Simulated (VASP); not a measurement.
Wanted: the native input for a VASP 6.6.1 run.

- Task: single point
- Functional: r2SCAN
- Potentials or basis: VASP PAW PBE potentials, release 64 (Si, Lu, Ru_pv)
- Cutoff: 520 eV
- k mesh: 5 × 5 × 5, shifted
- Occupations: fermi-dirac, width 0.1 eV
- Spin: no spin polarisation
- Dipole correction: no
- Further INCAR settings: ALGO = Normal; EDIFF = 1e-06; NBANDS = 38; ISYM = 0

Crystal: LuSi2Ru2.

```
CELL_PARAMETERS angstrom
0.00035 4.13897 0.00000
4.13897 0.00035 0.00000
2.06966 2.06966 -4.70206
ATOMIC_POSITIONS crystal
Si 0.36954 0.36954 0.26093
Si 0.63046 0.63046 0.73907
Lu 0.00000 0.00000 0.00000
Ru 0.75000 0.25000 0.50000
Ru 0.25000 0.75000 0.50000
```

These files were run (other wordings do the same):

POSCAR

```
LuSi2Ru2
1.0
    0.0003500460      4.1389650990      0.0000002078
    4.1389650990      0.0003500460      0.0000002078
    2.0696578085      2.0696578085     -4.7020554806
Si Lu Ru
2 1 2
Direct
    0.3695369781      0.3695369781      0.2609260438
    0.6304630219      0.6304630219      0.7390739562
    0.0000000000      0.0000000000      0.0000000000
    0.7500000000      0.2500000000      0.5000000000
    0.2500000000      0.7500000000      0.5000000000
```

INCAR.step1

```
PREC = Accurate ; ENCUT = 520
ISMEAR = -1 ; SIGMA = 0.1
LREAL = F ; LASPH = T
NELM = 60 ; ISYM = 0
NBANDS = 38 ; GGA = PE
ALGO = Normal ; EDIFF = 1E-4
LWAVE = T ; LCHARG = F
```

INCAR.step2

```
PREC = Accurate ; ENCUT = 520
EDIFF = 1E-6 ; ISMEAR = -1
SIGMA = 0.1 ; LREAL = F
LASPH = T ; NELM = 60
ALGO = Normal ; ISIF = 2
LWAVE = F ; LCHARG = F
METAGGA = R2SCAN ; LMIXTAU = T
ISYM = 0 ; NBANDS = 38
ISTART = 1
```

KPOINTS

```
Automatic mesh
0
Gamma
  5 5 5
  0.5 0.5 0.5
```

Potentials or basis: VASP PAW PBE potentials, release 64 (Si, Lu, Ru_pv).

Run with:

```bash
$ cat potpaw_PBE.64/Si/POTCAR potpaw_PBE.64/Lu/POTCAR potpaw_PBE.64/Ru_pv/POTCAR > POTCAR
$ cp INCAR.step1 INCAR
$ mpirun -np 1 vasp_std > vasp.out
$ cp INCAR.step2 INCAR
$ mpirun -np 1 vasp_std > vasp.out
```

It gave:

```
Pressure      : 0.5 GPa
Largest force : 0.048 eV/Å
```

Caveat: the PAW data sets were made with another functional, which shifts forces and pressure a little.

It took 5.1 min on 1 thread of Intel(R) Xeon(R) 6975P-C (Granite Rapids), on a shared host, peak memory 0.34 GiB.
